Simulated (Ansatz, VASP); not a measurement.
## One calculation of Sr2Ni, two programs

```
Sr Ni
1.0
     1.90160    3.29367    0.00000
    -1.90160    3.29367    0.00000
    -1.90160    1.09789    7.01372
Sr Ni
2 1
Direct
  0.26690 0.46620 0.80070
  0.73310 0.53380 0.19930
  0.00000 0.00000 0.00000
```

Alike in both runs: task single point; functional PBE; k mesh 11 × 11 × 11; no spin polarisation.

|  | VASP | Ansatz |
| --- | --- | --- |
| version | VASP 6.6.1 | Ansatz 0.2.0 |
| potentials or method | VASP PAW PBE potentials, release 64 (Sr_sv, Ni), cutoff 520 eV | PAW plane waves |
| occupations | fermi-dirac, width 0.1 eV | fermi-dirac |
| valence electrons in the cell | 30 | 38 |

```csv
,VASP,Ansatz,Ansatz less VASP
pressure (GPa),15.2,14.7,-0.43
"traceless stress, the component that is largest in VASP (GPa)",-2.05,-2.02,+0.026
rms of the force components (eV/Å),1.320,1.285,-0.0357
```

Atom by atom the forces differ by 0.036 eV/Å (rms over components). VASP's potentials hold 30 valence electrons a cell and Ansatz's 38, so a difference there can come from the potentials and not from the codes. Ansatz's warnings: structure snapped to symmetry.
